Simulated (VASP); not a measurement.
Runs of VASP 6.6.1 on WC (Qusongite). The structure is that of space group P-6m2 (No. 187), or close to it. The cells are those of the table. 

| cell | gap on the mesh (eV) | pressure (GPa) |
| --- | --- | --- |
| a = 2.964, b = 2.964, c = 2.892 Å, angles 90.0, 90.0, 120.0°, 2 atoms | none | -14.6 |
| a = 2.867, b = 2.867, c = 2.798 Å, angles 90.0, 90.0, 120.0°, 2 atoms | none | 25.2 |
| a = 2.945, b = 2.945, c = 2.874 Å, angles 90.0, 90.0, 120.0°, 2 atoms | none | (a) |
| a = 2.906, b = 2.906, c = 2.837 Å, angles 90.0, 90.0, 120.0°, 2 atoms | none | 6.8 |
| a = 2.847, b = 2.847, c = 2.779 Å, angles 90.0, 90.0, 120.0°, 2 atoms | none | (b) |
| a = 2.926, b = 2.926, c = 2.855 Å, angles 90.0, 90.0, 120.0°, 2 atoms | none | -1.1 |
| a = 2.887, b = 2.887, c = 2.818 Å, angles 90.0, 90.0, 120.0°, 2 atoms | none | 15.5 |

Alike in all rows: task single point; level PBE; potentials or basis VASP PAW PBE potentials, release 64 (W_sv, C); no spin polarisation; k mesh 11 × 11 × 10; cutoff (eV) 520; smearing fermi-dirac 0.15 eV.

Question: Estimate the missing entries.

Answer: (a) -8.2; (b) 36.0.

Caveats: spin-orbit coupling is left out, which moves the levels of the heavy elements.

A k mesh can miss the band edges, and the runs leave out spin-orbit coupling on W.

A gap of «none» marks levels without a gap at the run's occupations.
